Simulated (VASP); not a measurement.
HfO2: single point with PBE

Crystal: HfO2.

```xyz
12
Lattice="5.1613 0.0000 -0.0158 0.0000 5.2117 0.0000 -0.8820 0.0000 5.2792" Properties=species:S:1:pos:R:3 pbc="T T T"
Hf    1.2394    0.2235    1.0957
Hf    3.4809    2.8294    1.5281
Hf    3.0399    4.9882    4.1678
Hf    0.7983    2.3823    3.7353
O     1.8979    3.9463    2.5091
O     2.8223    1.3404    0.1147
O     2.3813    1.2654    2.7543
O     1.4569    3.8713    5.1487
O     0.0390    1.7124    1.8388
O     4.6813    4.3183    0.7850
O     4.2402    3.4993    3.4246
O    -0.4020    0.8934    4.4784
```

- Program: VASP 6.6.1
- Task: single point
- Functional: PBE
- Potentials or basis: VASP PAW PBE potentials, release 64 (Hf_pv, O)
- Cutoff: 520 eV
- k mesh: 6 × 6 × 6
- Occupations: gaussian, width 0.01 eV
- Spin: no spin polarisation
- Dipole correction: no
- Further INCAR settings: ALGO = Normal; EDIFF = 1e-06; NBANDS = 56

| Quantity | Value |
| --- | --- |
| Pressure | -3.0 GPa |
| Largest force | 0.082 eV/Å |
| Band gap on the k mesh | 4.00 eV (least direct gap 4.08 eV) |

Forces on the atoms (eV/Å):
```
Hf  -0.056  0.019 -0.057
Hf   0.056  0.019  0.057
Hf   0.056 -0.019  0.057
Hf  -0.056 -0.019 -0.057
O    0.046  0.003 -0.010
O   -0.046  0.003  0.010
O   -0.046 -0.003  0.010
O    0.046 -0.003 -0.010
O    0.014  0.004  0.036
O   -0.014  0.004 -0.036
O   -0.014 -0.004 -0.036
O    0.014 -0.004  0.036
```

Stress tensor (GPa, compression positive):
```
-3.03  0.00 -0.19
 0.00 -3.04  0.00
-0.19  0.00 -3.04
```

Levels at points of the mesh, in eV from the valence-band top:
| k point | band 40 | band 41 | band 42 | band 43 | band 44 | band 45 | band 46 | band 47 | band 48 | band 49 |
| --- | --- | --- | --- | --- | --- | --- | --- | --- | --- | --- |
| (0.00, 0.00, 0.00) | -0.99 | -0.60 | -0.54 | -0.23 | 0.00 | 4.49 | 4.94 | 5.06 | 5.40 | 5.58 |
| (0.50, 0.00, 0.00) | -0.88 | -0.78 | -0.59 | -0.49 | -0.08 | 4.00 | 4.98 | 5.02 | 5.05 | 5.77 |
| (0.00, 0.50, 0.00) | -1.12 | -0.83 | -0.83 | -0.45 | -0.45 | 4.90 | 4.90 | 5.46 | 5.46 | 5.81 |
| (0.50, 0.50, 0.00) | -1.43 | -0.95 | -0.95 | -0.61 | -0.61 | 4.64 | 4.64 | 5.11 | 5.11 | 5.96 |
| (0.00, 0.00, 0.50) | -1.05 | -0.85 | -0.85 | -0.52 | -0.52 | 4.67 | 4.67 | 5.10 | 5.10 | 5.96 |
| (0.50, 0.00, 0.50) | -1.27 | -0.99 | -0.99 | -0.53 | -0.53 | 4.29 | 4.29 | 5.41 | 5.41 | 5.59 |
| (0.00, 0.50, 0.50) | -0.96 | -0.92 | -0.92 | -0.69 | -0.69 | 4.86 | 4.86 | 5.04 | 5.04 | 5.70 |
| (0.50, 0.50, 0.50) | -1.20 | -1.06 | -1.06 | -0.76 | -0.76 | 4.44 | 4.44 | 5.13 | 5.13 | 5.58 |

Wall time 8.6 min on 1 thread of Intel(R) Xeon(R) 6975P-C (Granite Rapids), on a shared host, peak memory 0.54 GiB.

Caveat: the cell stands under tension; spin-orbit coupling is left out, which moves the levels of the heavy elements. A k mesh can miss the band edges.
